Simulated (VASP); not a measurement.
MoS2:

```
Mo S
1.0
     3.29076    0.00000    0.00000
    -1.64538    2.84989    0.00000
     0.00000    0.00000    6.43628
Mo S
1 2
Direct
  0.00000 0.00000 0.50000
  0.66667 0.33333 0.74468
  0.33333 0.66667 0.25532
```

Base run:

* Program: VASP 6.6.1
* Functional: PBEsol
* Potentials or basis: VASP PAW PBE potentials, release 64 (Mo_sv, S)
* Cutoff: 520 eV
* k mesh: 9 × 9 × 4
* Occupations: fermi-dirac, width 0.05 eV
* Spin: no spin polarisation

Its results: band gap on the k mesh zero (band 13 reaches 6.70 eV, above the bottom of band 14 at 5.72 eV); pressure -9.9 GPa; largest force 0.820 eV/Å.

Problem. The run is repeated on the same cell with these changes: functional from PBEsol to LDA; potentials or basis from VASP PAW PBE potentials, release 64 (Mo_sv, S) to VASP PAW LDA potentials, release 64 (Mo_sv, S). What comes out?

Solution. Band gap on the k mesh zero (band 13 reaches 6.60 eV, above the bottom of band 14 at 5.64 eV); pressure -12.1 GPa; largest force 0.965 eV/Å.

Caveats: the PAW data sets were made with another functional, which shifts forces and pressure a little (some runs); this functional lacks dispersion, which binds the layers, so the pressure and a relaxed spacing across them are unreliable (some runs).
